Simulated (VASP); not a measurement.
# Bi (Im-3m) in VASP: further runs

Bi is run at these levels: PBEsol; tasks: single point, relaxation of cell and atoms.

Program: VASP 6.6.1. These are calculated values, not measurements. Logs are shortened: lines on timing, memory, paths and dates and some standing lists are left out, and cuts for length are marked.

## Step 1: The cell of the first run

Symmetry: Im-3m, No. 229, cubic system. The conventional cell has a = 3.918 Å, b = 3.918 Å, c = 3.918 Å, α = 90.00°, β = 90.00°, γ = 90.00°. Within 4.5 Å of Bi (site symmetry m-3m) lie 14 Bi at 3.39 to 3.92 Å.

## Step 2: Single point, PBEsol

Input file INCAR:

```
SYSTEM = Bi
  ALGO = Normal
  EDIFF = 1E-6
  ENCUT = 520
  GGA = PS
  ISIF = 2
  ISMEAR = -1
  LASPH = .TRUE.
  LCHARG = .FALSE.
  LREAL = .FALSE.
  LWAVE = .FALSE.
  NBANDS = 14
  NELM = 80
  PREC = Accurate
  SIGMA = 0.05
```

Input file KPOINTS:

```
k-points
0
G
  9 9 9
  0 0 0
```

Input file POSCAR:

```
Bi
1.0
   -1.9588488888      1.9588488888      1.9588488888
    1.9588488888     -1.9588488888      1.9588488888
    1.9588488888      1.9588488888     -1.9588488888
Bi
1
Direct
    0.0000000000      0.0000000000      0.0000000000
```

Potentials or basis: VASP PAW PBE potentials, release 64 (Bi_d).

On the command line:

```
cat potpaw_PBE.64/Bi_d/POTCAR > POTCAR
mpirun -np 1 vasp_std > vasp.out
```

OUTCAR:

```text
SYSTEM = Bi
   EDIFF = 1E-6
   ENCUT = 520
   GGA = PS
   ISIF = 2
   ISMEAR = -1
   LASPH = .TRUE.
   LREAL = .FALSE.
   NELM = 80
   PREC = Accurate

 ion  position               nearest neighbor table
   1  0.000  0.000  0.000-

  LATTYP: Found a body centered cubic cell.
 ALAT       =     3.9176977776

  Lattice vectors:

 A1 = (  -1.9588488888,   1.9588488888,   1.9588488888)
 A2 = (   1.9588488888,  -1.9588488888,   1.9588488888)
 A3 = (   1.9588488888,   1.9588488888,  -1.9588488888)

Analysis of symmetry for initial positions (statically):
=====================================================================
 Subroutine PRICEL returns:
 Original cell was already a primitive cell.

 Routine SETGRP: Setting up the symmetry group for a
 body centered cubic supercell.

 Subroutine GETGRP returns: Found 48 space group operations
[... 9 lines left out ...]

 Routine SETGRP: Setting up the symmetry group for a
 body centered cubic supercell.

 Subroutine GETGRP returns: Found 48 space group operations
[... 11 lines left out ...]
                                     Primitive cell

  volume of cell :      30.0651

  direct lattice vectors                    reciprocal lattice vectors
    -1.958848889  1.958848889  1.958848889     0.000000000  0.255251951  0.255251951
     1.958848889 -1.958848889  1.958848889     0.255251951  0.000000000  0.255251951
     1.958848889  1.958848889 -1.958848889     0.255251951  0.255251951  0.000000000

  length of vectors
     3.392825800  3.392825800  3.392825800     0.360980771  0.360980771  0.360980771

  position of ions in fractional coordinates (direct lattice)
     0.000000000  0.000000000  0.000000000

  ion indices of the primitive-cell ions
   primitive index   ion index
                 1           1

----------------------------------------------------------------------------------------

 KPOINTS: k-points

Automatic generation of k-mesh.
 Grid dimensions read from file:
 generate k-points for:    9    9    9

 Generating k-lattice:

  Cartesian coordinates                     Fractional coordinates (reciprocal lattice)
     0.000000000  0.028361328  0.028361328     0.111111111  0.000000000  0.000000000
     0.028361328  0.000000000  0.028361328     0.000000000  0.111111111  0.000000000
     0.028361328  0.028361328  0.000000000     0.000000000  0.000000000  0.111111111

  Length of vectors
     0.040108975  0.040108975  0.040108975

[... 44 lines left out ...]
   PREC   = accura    normal or accurate (medium, high low for compatibility)
   ISTART =      0    job   : 0-new  1-cont  2-samecut
   ICHARG =      2    charge: 1-file 2-atom 10-const
   ISPIN  =      1    spin polarized calculation?
   LNONCOLLINEAR =      F non collinear calculations
   LSORBIT =      F    spin-orbit coupling
   LASPH  =      T    aspherical Exc in radial PAW
   ENCUT  =  520.0 eV  38.22 Ry    6.18 a.u.   6.31  6.31  6.31*2*pi/ulx,y,z
   NELM   =     80;   NELMIN=  2; NELMDL= -5     # of ELM steps
   EDIFF  = 0.1E-05   stopping-criterion for ELM
   LREAL  =      F    real-space projection
   EDIFFG = 0.1E-04   stopping-criterion for IOM
   NSW    =      0    number of steps for IOM
   IBRION =     -1    ionic relax: 0-MD 1-quasi-New 2-CG
[... 8 lines left out ...]
   EMIN   =  10.00;   EMAX   =-10.00  energy-range for DOS
   EFERMI =   0.00;   METHOD = LEGACY
   ISMEAR =    -1;   SIGMA  =   0.05  broadening in eV -4-tet -1-fermi 0-gaus
   EFERMI_NEDOS =   21; number of points for ismear=-14 and -15
   IALGO  =     38    algorithm
   IMIX   =      4    mixing-type and parameters
     AMIX     =   0.40;   BMIX     =  1.00
     AMIX_MAG =   1.60;   BMIX_MAG =  1.00
  volume/ion in A,a.u.               =      30.07       202.89
  Fermi-wavevector in a.u.,A,eV,Ry     =   1.298427  2.453672 22.938247  1.685914
  Thomas-Fermi vector in A             =   2.429756
   LORBIT       =      0    0 simple, 1 ext, 2 COOP (PROOUT), +10 PAW based schemes
   GGA     = PS    functional components
   LHFCALC =     F    Hartree Fock is set to
   AEXX    =    0.0000 exact exchange contribution
   IVDW    =     0    specifies the selected vdW correction
   LEPSILON=     F    determine dielectric tensor
   LRPA    =     F    only Hartree local field effects (RPA)
 non-spin polarized calculation
  energy-cutoff  :      520.00
  volume of cell :       30.07
 maximum number of plane-waves:       824
 NGX is ok and might be reduce to    28
   NGX = 13   NGY = 13   NGZ = 13

 number of electron      14.9999999 magnetization

 Free energy of the ion-electron system (eV)
  ---------------------------------------------------
  ext. energy  EPLUGINS =         0.00000000
  ---------------------------------------------------
  free energy    TOTEN  =        -4.23385406 eV

  energy without entropy =       -4.22953756  energy(sigma->0) =       -4.23169581

 E-fermi :   8.2505     XC(G=0): -10.6033

 val. band max:        8.2220503422   @ k =   0.2222   0.0000   0.0000
 cond. band min:       8.2611769334   @ k =  -0.2222   0.2222   0.1111
 fundamental gap:      0.0391265912
 Fermi energy:         8.2504548178

 k-point     1 :       0.0000    0.0000    0.0000
  band No.  band energies     occupation
      1     -14.7900      2.00000
      2     -14.7900      2.00000
      3     -14.7900      2.00000
      4     -14.6451      2.00000
      5     -14.6451      2.00000
      6      -5.5923      2.00000
      7      13.5535      0.00000
      8      13.5535      0.00000
      9      13.5535      0.00000
     10      17.7381      0.00000
     11      18.6663      0.00000
     12      18.6663      0.00000
     13      18.6663      0.00000
     14      20.0991      0.00000
[... 377 lines left out ...]
      1     -14.7792      2.00000
      2     -14.7416      2.00000
      3     -14.6915      2.00000
      4     -14.6506      2.00000
      5     -14.5663      2.00000
      6      -1.8973      2.00000
      7       3.6260      2.00000
      8       7.2921      2.00000
      9      10.9297      0.00000
     10      15.6875      0.00000
     11      17.1610      0.00000
     12      18.1919      0.00000
     13      19.7520      0.00000
     14      26.1613      0.00000

 [... further k-points ...]
[... 5 lines left out ...]
  --------------------------------------------------------------------------------------
  -------------------------------------------------------------------------------------
  Total       -0.0223679     -0.0223679     -0.0223679      0.0000000      0.0000000      0.0000000
  in kB       -1.1919885     -1.1919885     -1.1919885      0.0000000      0.0000000      0.0000000
  external PRESSURE =      -1.1919885 kB  Pullay stress =       0.0000000 kB

 VOLUME and BASIS-vectors are now :
 -----------------------------------------------------------------------------
  energy-cutoff  :      520.00
  volume of cell :       30.07
      direct lattice vectors                 reciprocal lattice vectors
    -1.958848889  1.958848889  1.958848889     0.000000000  0.255251951  0.255251951
     1.958848889 -1.958848889  1.958848889     0.255251951  0.000000000  0.255251951
     1.958848889  1.958848889 -1.958848889     0.255251951  0.255251951  0.000000000

 POSITION                                       TOTAL-FORCE (eV/Angst)
 -----------------------------------------------------------------------------------
      0.00000      0.00000      0.00000         0.000000     -0.000000      0.000000
 -----------------------------------------------------------------------------------
    total drift:                                0.000000      0.000000      0.000000

  FREE ENERGIE OF THE ION-ELECTRON SYSTEM (eV)
  ---------------------------------------------------
  free  energy   TOTEN  =        -4.2338540609 eV

  energy  without entropy=       -4.2295375610  energy(sigma->0) =       -4.23169581
```

OSZICAR:

```text
N       E                     dE             d eps       ncg     rms          rms(c)
DAV:   1     0.114293880667E+03    0.11429E+03   -0.76336E+03   986   0.124E+03
DAV:   2     0.241910863754E+01   -0.11187E+03   -0.10820E+03  1064   0.342E+02
DAV:   3    -0.408661044325E+01   -0.65057E+01   -0.64850E+01  1280   0.786E+01
DAV:   4    -0.423618287694E+01   -0.14957E+00   -0.14955E+00  1190   0.126E+01
DAV:   5    -0.424232803639E+01   -0.61452E-02   -0.61450E-02  1420   0.232E+00    0.489E-01
DAV:   6    -0.423557695443E+01    0.67511E-02   -0.92386E-03  1294   0.139E+00    0.274E-01
DAV:   7    -0.423388846636E+01    0.16885E-02   -0.52744E-03  1304   0.102E+00    0.830E-02
DAV:   8    -0.423385518714E+01    0.33279E-04   -0.45754E-04  1294   0.319E-01    0.839E-03
DAV:   9    -0.423385434002E+01    0.84712E-06   -0.10699E-05  1450   0.421E-02    0.386E-03
DAV:  10    -0.423385406089E+01    0.27913E-06   -0.54187E-07   886   0.718E-03
   1 F= -.42338541E+01 E0= -.42316958E+01  d E =-.431650E-02
```

stdout:

```text
POSCAR found type information on POSCAR Bi
 POSCAR found :  1 types and       1 ions
 scaLAPACK will be used
 -----------------------------------------------------------------------------
|                                                                             |
|                                                                             |
|     You enforced a specific xc type in the INCAR file but a different       |
|     I HOPE YOU KNOW WHAT YOU ARE DOING!                                     |
|                                                                             |
 -----------------------------------------------------------------------------

 LDA part: xc-table for (Slater+PW92), standard interpolation
 POSCAR, INCAR and KPOINTS ok, starting setup
 FFT: planning ... GRIDC
 FFT: planning ... GRID_SOFT
 FFT: planning ... GRID
 WAVECAR not read
 entering main loop
```

It took 10 s on 1 thread of AMD EPYC 7R13 (Zen 3), shared host; peak memory 0.13 GiB.

What came out:

```
Free energy : -4.2339 eV
Pressure    : -0.1 GPa
```

Caveat: the PAW data sets were made with another functional, which shifts forces and pressure a little; spin-orbit coupling is left out, which moves the levels of the heavy elements.

## Step 3: Relaxation of cell and atoms, PBEsol, target pressure 20 GPa, at which the enthalpy is minimised

This run uses another cell than the first one, of 31.12 Å³/atom, 1.035 times its volume.

Input file INCAR:

```
SYSTEM = Bi
ALGO     = Normal         ! electronic algorithm
EDIFF    = 1E-6           ! SCF threshold, eV
EDIFFG   = -0.005         ! ionic threshold
ENCUT    = 600            ! plane-wave cutoff, eV
GGA      = PS             ! functional
IBRION   = 2              ! ionic algorithm
ISIF     = 3              ! what is computed and relaxed
ISMEAR   = -1             ! smearing method
LASPH    = .TRUE.         ! aspherical terms in the spheres
LCHARG   = .FALSE.        ! write CHGCAR
LREAL    = .FALSE.        ! projectors in reciprocal space
LWAVE    = .FALSE.        ! write WAVECAR
NELM     = 80             ! most SCF steps
NSW      = 80             ! ionic steps
PREC     = Accurate       ! precision mode
PSTRESS  = 200.0        
SIGMA    = 0.05           ! smearing width, eV
```

KPOINTS is that of step 2.

Input file POSCAR:

```
Bi
1.0
   -1.9814305318      1.9814305318      1.9814305318
    1.9814305318     -1.9814305318      1.9814305318
    1.9814305318      1.9814305318     -1.9814305318
Bi
1
Direct
    0.0000000000      0.0000000000      0.0000000000
```

Potentials or basis: VASP PAW PBE potentials, release 64 (Bi_d).

On the command line:

```
cat potpaw_PBE.64/Bi_d/POTCAR > POTCAR
mpirun -np 1 vasp_std > vasp.out
```

Run time: 39 s. Hardware: 1 thread of AMD EPYC 7R13 (Zen 3), shared host; peak memory 0.14 GiB.

It converged, with:

```yaml
Free_energy: -3.9447 eV
Relaxed_volume: 24.35 Å³/atom
Relaxed_cell: a = 3.163 Å, b = 3.163 Å, c = 3.163 Å, α = 109.47°, β = 109.47°, γ = 109.47°
Space_group_after_relaxing_to_0.05_Å: Im-3m (No. 229)
Energy_change_on_relaxing_the_enthalpy_is_what_falls: +282.7 meV/atom
Ionic_steps: 5
Pressure_after_relaxing: 20.0 GPa
```

The path:
```csv
step,energy change (eV),largest force (eV/Å),pressure (GPa),volume (Å³)
1,0.0000,0.0000,-1.96,31.12
2,4.4373,0.0000,183.63,15.59
3,0.1861,0.0000,15.16,25.23
4,0.2386,0.0000,17.87,24.72
5,0.2827,0.0000,20.02,24.35
```

Final structure:
```yaml
crystal:
  lattice:
    - [-1.82593, 1.82593, 1.82593]
    - [1.82593, -1.82593, 1.82593]
    - [1.82593, 1.82593, -1.82593]
  atoms:
    - { symbol: Bi, position: [0.00000, 0.00000, 0.00000] }
```

Levels at points of the mesh, in eV from the Fermi level:
```csv
k point,band 3,band 4,band 5,band 6,band 7,band 8,band 9,band 10,band 11
"(0.00, 0.00, 0.00)",-23.49,-23.21,-23.21,-15.78,6.91,6.91,6.91,10.19,10.26
```

Caveat: the cell is relaxed towards a set pressure, so the enthalpy falls and the energy may rise; the volume moved by over 15 % at a fixed basis, so the end points are rough; the PAW data sets were made with another functional, which shifts forces and pressure a little; spin-orbit coupling is left out, which moves the levels of the heavy elements.

## Step 4: Relaxation of cell and atoms, PBEsol, target pressure 30 GPa, at which the enthalpy is minimised

This run uses another cell than the first one, of 31.12 Å³/atom, 1.035 times its volume.

Input file INCAR:

```
ALGO = Normal ; EDIFF = 1E-6
EDIFFG = -0.005 ; ENCUT = 600
GGA = PS ; IBRION = 2
ISIF = 3 ; ISMEAR = -1
LASPH = T ; LCHARG = F
LREAL = F ; LWAVE = F
NELM = 60 ; NSW = 80
PREC = Accurate ; PSTRESS = 300.0
SIGMA = 0.05
```

Input file KPOINTS:

```
k-points
0
Gamma
  9 9 9
```

POSCAR is that of step 3.

On the command line:

```
cat potpaw_PBE.64/Bi_d/POTCAR > POTCAR
mpirun -np 1 vasp_std > vasp.out
```

Wall time 67 s (1 thread of AMD EPYC 7R13 (Zen 3), shared host); peak memory 0.15 GiB.

The run converged. Its results:

```yaml
Free_energy: -3.7259 eV
Relaxed_volume: 22.93 Å³/atom
Relaxed_cell: a = 3.100 Å, b = 3.100 Å, c = 3.100 Å, α = 109.47°, β = 109.47°, γ = 109.47°
Space_group_after_relaxing_to_0.05_Å: Im-3m (No. 229)
Energy_change_on_relaxing_the_enthalpy_is_what_falls: +501.5 meV/atom
Ionic_steps: 9
Pressure_after_relaxing: 30.0 GPa
```

The path:
| step | energy change (eV) | largest force (eV/Å) | pressure (GPa) | volume (Å³) |
| --- | --- | --- | --- | --- |
| 1 | 0.0000 | 0.0000 | -1.96 | 31.12 |
| 2 | 15.9142 | 0.0000 | 696.50 | 10.70 |
| 3 | 0.0278 | 0.0000 | 5.32 | 27.82 |
| 4 | 0.1319 | 0.0000 | 12.24 | 25.87 |
| 5 | 0.6061 | 0.0000 | 34.52 | 22.41 |
| 6 | 0.4867 | 0.0000 | 29.36 | 23.01 |
| 7 | 0.5140 | 0.0000 | 30.54 | 22.87 |
| 8 | 0.4728 | 0.0000 | 28.74 | 23.09 |
| 9 | 0.5015 | 0.0000 | 30.00 | 22.93 |

Final structure:
```xyz
1
Lattice="-1.7898 1.7898 1.7898 1.7898 -1.7898 1.7898 1.7898 1.7898 -1.7898" Properties=species:S:1:pos:R:3 pbc="T T T"
Bi    0.0000    0.0000    0.0000
```

Levels at points of the mesh, in eV from the Fermi level:
```
           k point  band 5  band 6  band 7  band 8  band 9  band 10
(0.00, 0.00, 0.00)  -23.26  -16.37    7.50    7.50    7.50    10.13
```

Caveat: the cell is relaxed towards a set pressure, so the enthalpy falls and the energy may rise; the volume moved by over 15 % at a fixed basis, so the end points are rough; the PAW data sets were made with another functional, which shifts forces and pressure a little; spin-orbit coupling is left out, which moves the levels of the heavy elements.

## Step 5: Overview

```tsv
task	cell	cutoff (eV)	gap on the mesh (eV)	pressure (GPa)
single point	a = 3.393 Å, angles 109.5°, 1 atom	520	none	-0.1
relaxation of cell and atoms	relaxed to 20 GPa from a = 3.432 Å, angles 109.5°, 1 atom	600	none	20.0
relaxation of cell and atoms	relaxed to 30 GPa from a = 3.432 Å, angles 109.5°, 1 atom	600	none	30.0
```

Alike in all rows: level PBEsol; potentials or basis VASP PAW PBE potentials, release 64 (Bi_d); no spin polarisation; k mesh 9 × 9 × 9; smearing fermi-dirac 0.05 eV.

Caveats: the PAW data sets were made with another functional, which shifts forces and pressure a little; spin-orbit coupling is left out, which moves the levels of the heavy elements; the cell is relaxed towards a set pressure, so the enthalpy falls and the energy may rise (some runs); the volume moved by over 15 % at a fixed basis, so the end points are rough (some runs).

Total energies depend on the potentials used, so only differences within one code and one set of settings carry meaning.
